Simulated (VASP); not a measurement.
Set up this calculation in VASP 6.6.1, as the native input.

```yaml
Task: single point
Functional: PBEsol
Potentials_or_basis: VASP PAW PBE potentials, release 64 (Pt)
Cutoff: 520 eV
k_mesh: 20 × 20 × 20
Occupations: gaussian, width 0.15 eV
Spin: no spin polarisation
Dipole_correction: no
Further_INCAR_settings: ALGO = Normal; EDIFF = 1e-06; NBANDS = 11
```

The structure of Pt lies in POSCAR:

```
Pt
1.0
    0.0000000000      1.9089525000      1.9579000000
    1.9089525000      0.0000000000      1.9579000000
    1.9089525000      1.9089525000      0.0000000000
Pt
1
Direct
    0.0000000000      0.0000000000      0.0000000000
```

This cell differs from its parent crystal: strain -0.0250 x Voigt [1, 1, 0, 0, 0, 0].

These files were run (other wordings do the same):

INCAR

```
PREC = Accurate ; ENCUT = 520
EDIFF = 1E-6 ; ISMEAR = 0
SIGMA = 0.15 ; LREAL = False
LASPH = True ; NELM = 60
ALGO = Normal ; ISIF = 2
LWAVE = False ; LCHARG = False
GGA = PS ; NBANDS = 11
```

KPOINTS

```
Automatic mesh
0
Gamma
  20 20 20
```

Potentials or basis: VASP PAW PBE potentials, release 64 (Pt).

Run with:

```sh
$ cat potpaw_PBE.64/Pt/POTCAR > POTCAR
$ mpirun -np 1 vasp_std > vasp.out
```

It gave:

```yaml
Pressure: 17.1 GPa
Band_gap_on_the_k_mesh: zero (bands 5 and 6 overlap by 2.60 eV)
```

Caveat: the cell differs from its parent crystal (strain -0.0250 x Voigt [1, 1, 0, 0, 0, 0]); the cell stands under pressure; the PAW data sets were made with another functional, which shifts forces and pressure a little; spin-orbit coupling is left out, which moves the levels of the heavy elements.

Wall time 58 s on 1 thread of Intel(R) Xeon(R) Platinum 8259CL CPU @ 2.50GHz (Skylake/Cascade Lake), on a shared host, peak memory 0.21 GiB.
